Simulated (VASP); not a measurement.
# PbS (Fm-3m) in VASP: further runs, part 2 of 2

VASP 6.6.1.

## 3. Single point, PBE, non-collinear spin, zero start, spin-orbit coupling

This run uses another cell than the first one, of 26.61 Å³/atom.

Input file INCAR:

```
  PREC = Accurate
  ENCUT = 520
  EDIFF = 1E-7
  ISMEAR = -1
  SIGMA = 0.05
  LREAL = F
  LASPH = T
  NELM = 150
  ALGO = Normal
  ISIF = 2
  LWAVE = F
  LCHARG = F
  MAGMOM = 0 0 0 0 0 0
  LORBIT = 11
  LSORBIT = T
  GGA_COMPAT = F
  LORBMOM = T
  GGA = PE
  NBANDS = 32
```

Input file KPOINTS:

```
regular mesh
0
Gamma
  8 8 8
```

Input file POSCAR:

```
PbS
1.0
    0.0000000000      2.9853913009      2.9853913009
    2.9853913009      0.0000000000      2.9853913009
    2.9853913009      2.9853913009      0.0000000000
Pb S
1 1
Direct
    0.0000000000      0.0000000000      0.0000000000
    0.5000000000      0.5000000000      0.5000000000
```

Potentials or basis: VASP PAW PBE potentials, release 64 (Pb_d, S).

Started as:

```bash
$ cat potpaw_PBE.64/Pb_d/POTCAR potpaw_PBE.64/S/POTCAR > POTCAR
$ mpirun -np 1 vasp_ncl > vasp.out
```

OUTCAR:

```text
PREC = Accurate
   ENCUT = 520
   EDIFF = 1E-7
   ISMEAR = -1
   LREAL = F
   LASPH = T
   NELM = 150
   ISIF = 2
   LORBIT = 11
   LSORBIT = T
   GGA = PE

 ion  position               nearest neighbor table
   1  0.000  0.000  0.000-   2 2.99   2 2.99   2 2.99   2 2.99   2 2.99   2 2.99
   2  0.500  0.500  0.500-   1 2.99   1 2.99   1 2.99   1 2.99   1 2.99   1 2.99

  LATTYP: Found a face centered cubic cell.
 ALAT       =     5.9707826018

  Lattice vectors:

 A1 = (   0.0000000000,   2.9853913009,   2.9853913009)
 A2 = (   2.9853913009,   0.0000000000,   2.9853913009)
 A3 = (   2.9853913009,   2.9853913009,   0.0000000000)

Analysis of symmetry for initial positions (statically):
=====================================================================
 Subroutine PRICEL returns:
 Original cell was already a primitive cell.

 Routine SETGRP: Setting up the symmetry group for a
 face centered cubic supercell.

 Subroutine GETGRP returns: Found 48 space group operations
 (whereof 48 operations were pure point group operations)
 out of a pool of 48 trial point group operations.

The static configuration has the point symmetry O_h .

Analysis of symmetry for dynamics (positions and initial velocities):
=====================================================================
 Subroutine PRICEL returns:
 Original cell was already a primitive cell.

 Routine SETGRP: Setting up the symmetry group for a
 face centered cubic supercell.

 Subroutine GETGRP returns: Found 48 space group operations
 (whereof 48 operations were pure point group operations)
 out of a pool of 48 trial point group operations.

The dynamic configuration has the point symmetry O_h .

Analysis of structural, dynamic, and magnetic symmetry:
=====================================================================
 Subroutine PRICEL returns:
[... 1049 lines left out ...]
            0.000   0.000   0.000

 orbital moment (y)

 # of ion     p       d       tot
 ----------------------------------------
  1         0.000  -0.000  -0.000
  2         0.000   0.000   0.000
 ----------------------------------------
            0.000  -0.000  -0.000

 orbital moment (z)

 # of ion     p       d       tot
 ----------------------------------------
  1         0.000   0.000   0.000
  2         0.000   0.000   0.000
 ----------------------------------------
            0.000   0.000   0.000

 Spin-Orbit-Coupling matrix elements

 Ion:    1  E_soc:     -0.7879849
 l=   1
     0.0000000    -0.0646624    -0.0646624
    -0.0646624     0.0000000    -0.0646624
    -0.0646624    -0.0646624     0.0000000
 l=   2
     0.0000000    -0.0134378     0.0000000    -0.0134378    -0.0532306
    -0.0134378     0.0000000    -0.0399230    -0.0134378    -0.0133077
     0.0000000    -0.0399230     0.0000000    -0.0399230     0.0000000
    -0.0134378    -0.0134378    -0.0399230     0.0000000    -0.0133077
    -0.0532306    -0.0133077     0.0000000    -0.0133077     0.0000000
 l=   3
     0.0000000     0.0000000     0.0000000     0.0000000     0.0000000     0.0000000     0.0000000
     0.0000000     0.0000000     0.0000000     0.0000000     0.0000000     0.0000000     0.0000000
     0.0000000     0.0000000     0.0000000     0.0000000     0.0000000     0.0000000     0.0000000
     0.0000000     0.0000000     0.0000000     0.0000000     0.0000000     0.0000000     0.0000000
     0.0000000     0.0000000     0.0000000     0.0000000     0.0000000     0.0000000     0.0000000
     0.0000000     0.0000000     0.0000000     0.0000000     0.0000000     0.0000000     0.0000000
     0.0000000     0.0000000     0.0000000     0.0000000     0.0000000     0.0000000     0.0000000

 Ion:    2  E_soc:     -0.0040469
 l=   1
     0.0000000    -0.0006745    -0.0006745
    -0.0006745     0.0000000    -0.0006745
    -0.0006745    -0.0006745     0.0000000
 l=   2
     0.0000000     0.0000000     0.0000000     0.0000000     0.0000000
     0.0000000     0.0000000     0.0000000     0.0000000     0.0000000
     0.0000000     0.0000000     0.0000000     0.0000000     0.0000000
     0.0000000     0.0000000     0.0000000     0.0000000     0.0000000
     0.0000000     0.0000000     0.0000000     0.0000000     0.0000000
 l=   3
     0.0000000     0.0000000     0.0000000     0.0000000     0.0000000     0.0000000     0.0000000
     0.0000000     0.0000000     0.0000000     0.0000000     0.0000000     0.0000000     0.0000000
     0.0000000     0.0000000     0.0000000     0.0000000     0.0000000     0.0000000     0.0000000
     0.0000000     0.0000000     0.0000000     0.0000000     0.0000000     0.0000000     0.0000000
     0.0000000     0.0000000     0.0000000     0.0000000     0.0000000     0.0000000     0.0000000
     0.0000000     0.0000000     0.0000000     0.0000000     0.0000000     0.0000000     0.0000000
     0.0000000     0.0000000     0.0000000     0.0000000     0.0000000     0.0000000     0.0000000

 total charge

# of ion       s       p       d       tot
------------------------------------------
    1        1.480   0.515   9.846  11.841
    2        1.353   2.324   0.000   3.677
--------------------------------------------------
tot          2.833   2.840   9.846  15.519

 magnetization (x)

# of ion       s       p       d       tot
------------------------------------------
    1       -0.000   0.000   0.000   0.000
    2       -0.000   0.000   0.000   0.000
--------------------------------------------------
tot         -0.000   0.000   0.000   0.000

 magnetization (y)

# of ion       s       p       d       tot
------------------------------------------
    1       -0.000  -0.000   0.000  -0.000
    2        0.000  -0.000   0.000  -0.000
--------------------------------------------------
tot         -0.000  -0.000   0.000  -0.000

 magnetization (z)

# of ion       s       p       d       tot
------------------------------------------
    1        0.000  -0.000   0.000  -0.000
    2       -0.000  -0.000   0.000  -0.000
--------------------------------------------------
tot         -0.000  -0.000   0.000  -0.000
```

It took 58 s on 1 thread of AMD EPYC 9R45 (Zen 5), shared host; peak memory 0.31 GiB.

Results:

* Free energy: -9.1443 eV
* Pressure: 0.7 GPa
* Net moment: 0.00 μB per cell
* Valence electrons inside the program's atomic spheres: Pb 11.84; S 3.68

Moments on the atoms (μB; x, y, z):
```
Pb  0.00 0.00 0.00
S   0.00 0.00 0.00
```
